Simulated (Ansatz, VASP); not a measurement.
SrCo3: VASP beside Ansatz

INCAR

```
SYSTEM = SrCo3
ALGO = Normal
EDIFF = 1E-6
ENCUT = 520
GGA = PE
ISIF = 2
ISMEAR = 0
ISPIN = 2
LASPH = .TRUE.
LCHARG = .FALSE.
LMAXMIX = 4
LORBIT = 11
LREAL = .FALSE.
LWAVE = .FALSE.
MAGMOM = 0 1.68 1.68 1.68
NBANDS = 30
NELM = 150
PREC = Accurate
SIGMA = 0.05
```

KPOINTS

```
k-points
0
G
  8 8 8
  0 0 0
```

File POSCAR:

```
SrCo3
1.0
    4.0982196026      0.0000000000      0.0000000000
    0.0000000000      4.0982196026      0.0000000000
    0.0000000000      0.0000000000      4.0982196026
Sr Co
1 3
Direct
    0.0000000000      0.0000000000      0.0000000000
    0.0000000000      0.5000000000      0.5000000000
    0.5000000000      0.5000000000      0.0000000000
    0.5000000000      0.0000000000      0.5000000000
```

Input for Ansatz:

```yaml
crystal:
  lattice:
    - [4.0982196026, 0.0, 0.0]
    - [0.0, 4.0982196026, 0.0]
    - [0.0, 0.0, 4.0982196026]
  atoms:
    - { symbol: Sr, position: [0.0, 0.0, 0.0] }
    - { symbol: Co, position: [0.0, 0.5, 0.5], spin: 1.68 }
    - { symbol: Co, position: [0.5, 0.5, 0.0], spin: 1.68 }
    - { symbol: Co, position: [0.5, 0.0, 0.5], spin: 1.68 }
basis:
  ecutwfc: 420
  ecutrho_ratio: 4
kpoints:
  mp_grid: { grid: [8, 8, 8] }
hamiltonian:
  xc: pbe
scf:
  occupations: { method: gaussian, width: 0.05 }
output:
  forces: true
  stress: true
  eigenvalues: true
  populations: true
magnetization:
  spin_polarized: true
```

Alike in both runs: task single point; functional PBE; k mesh 8 × 8 × 8; occupations gaussian, width 0.05 eV; collinear spin.

|  | VASP | Ansatz |
| --- | --- | --- |
| version | VASP 6.6.1 | Ansatz 0.2.0 |
| potentials or method | VASP PAW PBE potentials, release 64 (Sr_sv, Co), cutoff 520 eV | scalar-relativistic, plane waves, PAW |
| valence electrons in the cell | 37 | 61 |

VASP gave:

- gap on the k mesh at the Fermi level (eV): none
- pressure (GPa): -4.1
- net moment per atom (μB): 1.04
- size of the moment on the site where the two differ most (μB): 1.52

Question: Which values does Ansatz return?

Answer: gap on the k mesh at the Fermi level (eV): none; pressure (GPa): -4.5; net moment per atom (μB): 1.05; size of the moment on the site where the two differ most (μB): 1.54.

Site moments also hang on the region over which each program counts them. A gap of «none» marks a metal or a gap that the smearing closes. With one functional, cell and mesh, what is left measures potentials, basis and numerics. VASP's potentials hold 37 valence electrons a cell and Ansatz's 61, so a difference there can come from the potentials and not from the codes.
